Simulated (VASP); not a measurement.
Here is a VASP 6.6.1 calculation.

File INCAR:

```
  ALGO = Normal
  EDIFF = 1E-6
  ENCUT = 520
  GGA = RE
  ISIF = 2
  ISMEAR = -1
  ISPIN = 2
  LASPH = True
  LCHARG = False
  LMAXMIX = 4
  LORBIT = 11
  LREAL = False
  LWAVE = False
  MAGMOM = 1.7 1.7 1.7 1.7 1.7 1.7 1.7 1.7
  NBANDS = 50
  NELM = 150
  PREC = Accurate
  SIGMA = 0.05
```

File KPOINTS:

```
k-points
0
Gamma
  6 6 6
```

Contents of POSCAR:

```
Co
1.0
    4.4978197261      0.0000000000      0.0000000000
    0.0000000000      4.4978197261      0.0000000000
    0.0000000000      0.0000000000      4.4978197261
Co
8
Direct
    1.0000000000      1.0000000000      1.0000000000
    0.5000000000      0.5000000000      0.5000000000
    0.2500000000      0.0000000000      0.5000000000
    0.7500000000      0.0000000000      0.5000000000
    0.5000000000      0.2500000000      0.0000000000
    0.5000000000      0.7500000000      0.0000000000
    1.0000000000      0.5000000000      0.2500000000
    1.0000000000      0.5000000000      0.7500000000
```

Potentials or basis: VASP PAW PBE potentials, release 64 (Co).

Run with:

```console
$ cat potpaw_PBE.64/Co/POTCAR > POTCAR
$ mpirun -np 1 vasp_std > vasp.out
```

Problem. What does it give for the site moments?

Solution. Co +1.70, +1.77 (each value once) μB.

Problem. Predict the pressure.

Solution. -0.6 GPa.

Problem. Estimate the net moment.

Solution. 13.78 μB per cell.

Caveat: the PAW data sets were made with another functional, which shifts forces and pressure a little.
